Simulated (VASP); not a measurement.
Input of a VASP 6.6.1 run:

INCAR

```
  PREC = Accurate
  ENCUT = 520
  EDIFF = 1E-6
  ISMEAR = 0
  SIGMA = 0.1
  LREAL = False
  LASPH = True
  NELM = 100
  ALGO = Normal
  ISIF = 2
  LWAVE = False
  LCHARG = True
  GGA = PE
  LELF = True
  LVHAR = True
  NBANDS = 20
```

File KPOINTS:

```
Automatic mesh
0
Gamma
  6 6 2
```

POSCAR

```
BC5
1.0
    2.6143690550     -0.0000000026      0.0000000000
   -1.3071845252      2.2641100178      0.0000000000
    0.0000000000      0.0000000000     13.4912636284
B C
1 5
Direct
    0.0000000000      0.0000000000      0.0000000000
    0.6666666667      0.3333333333      0.9488061056
    0.0000000000      0.0000000000      0.5597065985
    0.6666666667      0.3333333333      0.5000000000
    0.0000000000      0.0000000000      0.4402934015
    0.6666666667      0.3333333333      0.0511938944
```

Potentials or basis: VASP PAW PBE potentials, release 64 (B, C).

The run is started by

```bash
$ cat potpaw_PBE.64/B/POTCAR potpaw_PBE.64/C/POTCAR > POTCAR
$ mpirun -np 1 vasp_std > vasp.out
```

Problem. Predict the pressure.

Solution. 0.1 GPa.

Problem. Predict the band gap on the k mesh.

Solution. Zero (an odd number of electrons rules out a gap without spin polarisation).

Forces in eV/Å, atoms in the order of the input:
```
B    0.000  0.000  0.000
C    0.000  0.000 -0.139
C    0.000  0.000  0.050
C    0.000  0.000  0.000
C    0.000  0.000 -0.050
C    0.000  0.000  0.139
```

Caveat: the k points lie up to 0.46 Å⁻¹ apart, too coarse for converged energies and pressures of a metal; this functional lacks dispersion, which binds layers or chains, so the pressure and a relaxed spacing across them are unreliable; an odd number of electrons without spin polarisation forces a metal; a magnetic or distorted state may lie lower.
